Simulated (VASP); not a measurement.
**InSe: single point with PBE+D3(BJ)**

Slab: InSe, a slab with vacuum.

```
Se In
1.0
     4.02661    0.00000    0.00000
    -2.01331    3.48715    0.00000
     0.00000    0.00000   28.27071
Se In
4 4
Cartesian
  0.0000 0.0000 4.5000
  0.0000 0.0000 9.8854
  0.0000 3.0997 13.3954
  0.0000 3.0997 18.7807
  2.0133 1.1624 5.7954
  2.0133 1.1624 8.5899
  -2.0133 1.9373 14.6908
  -2.0133 1.9373 17.4853
```

```
Program                : VASP 6.6.1
Task                   : single point
Functional             : PBE
Dispersion             : D3(BJ)
Potentials or basis    : VASP PAW PBE potentials, release 64 (Se, In_d)
Cutoff                 : 520 eV
k mesh                 : 9 × 9 × 1
Occupations            : gaussian, width 0.05 eV
Spin                   : no spin polarisation
Dipole correction      : yes
Further INCAR settings : ALGO = Normal; EDIFF = 1e-07; NBANDS = 48
```

- Largest force: 0.072 eV/Å
- Band gap on the k mesh: 1.21 eV, indirect (least direct gap 1.25 eV)
- Dispersion energy per atom: -0.249 eV

Forces on the atoms (eV/Å):
```
Se   0.000  0.000 -0.012
Se   0.000  0.010  0.071
Se   0.000 -0.010 -0.071
Se   0.000  0.000  0.012
In   0.000  0.001  0.014
In   0.000 -0.006  0.023
In   0.000  0.006 -0.023
In   0.000 -0.001 -0.014
```

Levels at points of the mesh, in eV from the valence-band top:
| k point | band 34 | band 35 | band 36 | band 37 | band 38 | band 39 | band 40 | band 41 | band 42 | band 43 |
| --- | --- | --- | --- | --- | --- | --- | --- | --- | --- | --- |
| (0.00, 0.00, 0.00) | -0.63 | -0.62 | -0.59 | -0.58 | -0.04 | 1.21 | 1.69 | 2.58 | 2.64 | 4.82 |

Wall time 17 min on 1 thread of Intel(R) Xeon(R) Platinum 8259CL CPU @ 2.50GHz (Skylake/Cascade Lake) (shared host), peak memory 0.66 GiB.

Caveat: spin-orbit coupling is left out, which moves the levels of the heavy elements.
